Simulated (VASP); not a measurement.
Set up this calculation in VASP 6.6.1, as the native input.

- Task: single point
- Functional: PBE
- Potentials or basis: VASP PAW PBE potentials, release 64 (Co, Si)
- Cutoff: 520 eV
- k mesh: 14 × 14 × 14
- Occupations: gaussian, width 0.15 eV
- Spin: collinear spin, ferromagnetic start
- Starting moments: [1.65, 0.0, 0.0] μB
- Fixed moment: 1.65 μB
- Dipole correction: no
- Further INCAR settings: ALGO = Normal; EDIFF = 1e-07; NBANDS = 20

The structure of CoSi2 lies in POSCAR:

```
CoSi2
1.0
    0.0000000000      2.6439758734      2.6439758734
    2.6439758734      0.0000000000      2.6439758734
    2.6439758734      2.6439758734      0.0000000000
Co Si
1 2
Direct
    0.0000000000      0.0000000000      0.0000000000
    0.2500000000      0.2500000000      0.2500000000
    0.7500000000      0.7500000000      0.7500000000
```

The input as run:

INCAR

```
PREC = Accurate
ENCUT = 520
EDIFF = 1E-7
ISMEAR = 0
SIGMA = 0.15
LREAL = False
LASPH = True
NELM = 150
ALGO = Normal
ISIF = 2
LWAVE = False
LCHARG = False
ISPIN = 2
MAGMOM = 1.65 0 0
LORBIT = 11
NUPDOWN = 1.65
LMAXMIX = 4
GGA = PE
NBANDS = 20
```

KPOINTS

```
Automatic mesh
0
Gamma
  14 14 14
```

Potentials or basis: VASP PAW PBE potentials, release 64 (Co, Si).

Launch:

```bash
$ cat potpaw_PBE.64/Co/POTCAR potpaw_PBE.64/Si/POTCAR > POTCAR
$ mpirun -np 1 vasp_std > vasp.out
```

It gave:

```json
{
 "Pressure": "19.2 GPa",
 "Net moment": "1.65 μB per cell",
 "Site moments": "Co +1.04; Si +0.13 μB",
 "Valence electrons inside the program's atomic spheres": "Co 8.92; Si 1.64"
}
```

Caveat: the total moment is fixed, so each spin has its own Fermi level.

Run time: 82 s on 1 thread of Intel(R) Xeon(R) 6975P-C (Granite Rapids), on a shared host, peak memory 0.25 GiB.
